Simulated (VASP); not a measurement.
Wanted: the native input for a VASP 6.6.1 run.

```yaml
Task: single point
Functional: LDA
Potentials_or_basis: VASP PAW LDA potentials, release 64 (Hf_pv, Ta_pv)
Cutoff: 520 eV
k_mesh: 7 × 7 × 4
Occupations: gaussian, width 0.05 eV
Spin: no spin polarisation
Dipole_correction: no
Further_INCAR_settings: ALGO = Normal; EDIFF = 1e-06; NBANDS = 18
```

The structure of HfTa lies in POSCAR:

```
HfTa
1.0
    1.6864795469     -2.3627945239      0.0000000000
    1.6864795469      2.3627945239      0.0000000000
    0.0000000000      0.0000000000      4.7731974471
Hf Ta
1 1
Direct
    0.0000000000      0.0000000000      0.0000000000
    0.5000000000      0.5000000000      0.5000000000
```

These files were run (other wordings do the same):

INCAR

```
ALGO     = Normal         # electronic algorithm
EDIFF    = 1E-6           # SCF threshold, eV
ENCUT    = 520            # plane-wave cutoff, eV
GGA      = CA             # functional
ISIF     = 2              # what is computed and relaxed
ISMEAR   = 0              # smearing method
LASPH    = True           # aspherical terms in the spheres
LCHARG   = False          # write CHGCAR
LREAL    = False          # projectors in reciprocal space
LWAVE    = False          # write WAVECAR
NBANDS   = 18             # bands
NELM     = 60             # most SCF steps
PREC     = Accurate       # precision mode
SIGMA    = 0.05           # smearing width, eV
```

KPOINTS

```
k-points
0
Gamma
  7 7 4
```

Potentials or basis: VASP PAW LDA potentials, release 64 (Hf_pv, Ta_pv).

Launch:

```console
$ cat potpaw_LDA.64/Hf_pv/POTCAR potpaw_LDA.64/Ta_pv/POTCAR > POTCAR
$ mpirun -np 1 vasp_std > vasp.out
```

Results of the run:

```
Pressure : -2.7 GPa
```

Wall time 13 s on 1 thread of Intel(R) Xeon(R) Platinum 8488C (Sapphire Rapids), on a shared host, peak memory 0.16 GiB.
